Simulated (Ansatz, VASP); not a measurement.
## One calculation of Zn3GeN, two programs

```
CELL_PARAMETERS angstrom
4.18821 0.00000 0.00000
0.00000 4.18821 0.00000
0.00000 0.00000 4.18821
ATOMIC_POSITIONS crystal
Zn 0.00000 0.50000 0.50000
Zn 0.50000 0.00000 0.50000
Zn 0.50000 0.50000 0.00000
Ge 0.00000 0.00000 0.00000
N 0.50000 0.50000 0.50000
```

Alike in both runs: task relaxation of cell and atoms; functional PBE; k mesh 8 × 8 × 8; occupations gaussian, width 0.1 eV; no spin polarisation.

|  | VASP | Ansatz |
| --- | --- | --- |
| version | VASP 6.6.1 | Ansatz 0.2.0 |
| potentials or method | VASP PAW PBE potentials, release 64 (Zn, Ge_d, N), cutoff 600 eV | scalar-relativistic, plane waves, PAW |
| valence electrons in the cell | 55 | 55 |

Ansatz gave:

| Quantity | Value |
| --- | --- |
| gap on the k mesh at the Fermi level, each at its own relaxed structure (eV) | none |
| relaxed volume (Å³/atom) | 14.70 |
| relaxed length of the cell vector where the two differ most in proportion (Å) | 4.189 |

Problem. What did VASP give for the same quantities?

Solution. gap on the k mesh at the Fermi level, each at its own relaxed structure (eV): none; relaxed volume (Å³/atom): 14.76; relaxed length of the cell vector where the two differ most in proportion (Å): 4.194.

A gap of «none» marks a metal or a gap that the smearing closes.
